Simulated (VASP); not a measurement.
Runs of VASP 6.6.1 on SrO. The structure is that of space group I4/mmm (No. 139), or close to it. The cells are those of the table. 

```tsv
cell	gap on the mesh (eV)	pressure (GPa)
a = 3.862, b = 3.862, c = 3.330 Å, angles 64.5, 64.5, 51.1°, 2 atoms	2.14	12.9
a = 3.590, b = 3.590, c = 3.737 Å, angles 58.6, 58.6, 62.7°, 2 atoms	2.70	1.3
a = 3.965, b = 3.965, c = 3.238 Å, angles 65.9, 65.9, 48.2°, 2 atoms	(b)	22.3
a = 3.701, b = 3.701, c = 3.521 Å, angles 61.6, 61.6, 56.8°, 2 atoms	2.98	1.6
a = 3.611, b = 3.611, c = 3.684 Å, angles 59.3, 59.3, 61.3°, 2 atoms	2.95	(a)
```

Alike in all rows: task single point; level PBEsol; potentials or basis VASP PAW PBE potentials, release 64 (Sr_sv, O); no spin polarisation; k mesh 8 × 8 × 8; cutoff (eV) 520; smearing gaussian 0.05 eV.

Estimate the missing entries.

(a) 0.1; (b) 1.33.

Caveats: the PAW data sets were made with another functional, which shifts forces and pressure a little.

A k mesh can miss the band edges, and the runs leave out spin-orbit coupling on Sr.
